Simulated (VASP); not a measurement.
A run of VASP 6.6.1 is set up as follows.

File INCAR:

```
ALGO     = Normal         # electronic algorithm
EDIFF    = 1E-7           # SCF threshold, eV
ENCUT    = 520            # plane-wave cutoff, eV
GGA      = PE             # functional
ISIF     = 2              # what is computed and relaxed
ISMEAR   = 0              # smearing method
LASPH    = T              # aspherical terms in the spheres
LCHARG   = F              # write CHGCAR
LREAL    = F              # projectors in reciprocal space
LWAVE    = F              # write WAVECAR
NBANDS   = 10             # bands
NELM     = 100            # most SCF steps
PREC     = Accurate       # precision mode
SIGMA    = 0.15           # smearing width, eV
```

The input KPOINTS:

```
k-points
0
Gamma
  14 14 14
```

Contents of POSCAR:

```
Rb
1.0
   -2.8060000000      2.8060000000      2.8060000000
    2.8060000000     -2.8060000000      2.8060000000
    2.8060000000      2.8060000000     -2.8060000000
Rb
1
Direct
    0.0000000000      0.0000000000      0.0000000000
```

Potentials or basis: VASP PAW PBE potentials, release 64 (Rb_sv).

Run with:

```console
$ cat potpaw_PBE.64/Rb_sv/POTCAR > POTCAR
$ mpirun -np 1 vasp_std > vasp.out
```

Question: What does it give for the pressure?

Answer: 0.1 GPa.
